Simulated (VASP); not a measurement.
Rh, 2 atoms in the cell. Symmetry: P2_1/m, No. 11, monoclinic system. Conventional cell: a = 2.731 Å, b = 4.428 Å, c = 2.731 Å, α = 90.00°, β = 120.00°, γ = 90.00°. Rh (site symmetry m) has 12 Rh at 2.61 to 2.81 Å within 3.4 Å.  This cell differs from its parent crystal: atom 1 (Rh) moved by (+0.200, +0.000) A along [1 1 0] and z.

- Program: VASP 6.6.1
- Task: single point
- Functional: PBEsol
- Potentials or basis: VASP PAW PBE potentials, release 64 (Rh_pv)
- Cutoff: 520 eV
- k mesh: 18 × 18 × 12
- Occupations: gaussian, width 0.15 eV
- Spin: no spin polarisation
- Dipole correction: no
- Further INCAR settings: ALGO = Fast; EDIFF = 1e-07; NBANDS = 22

Potentials or basis: VASP PAW PBE potentials, release 64 (Rh_pv).

Command:

```sh
$ cat potpaw_PBE.64/Rh_pv/POTCAR > POTCAR
$ mpirun -np 1 vasp_std > vasp.out
```

Hardware: 1 thread of Intel(R) Xeon(R) 6975P-C (Granite Rapids), with other jobs on the host.

Q: How long does it take, and how much memory?

A: Wall time 4.6 min on 1 thread of Intel(R) Xeon(R) 6975P-C (Granite Rapids), on a shared host, peak memory 0.6 GiB. Counts: scf iterations 14, k points 1148.
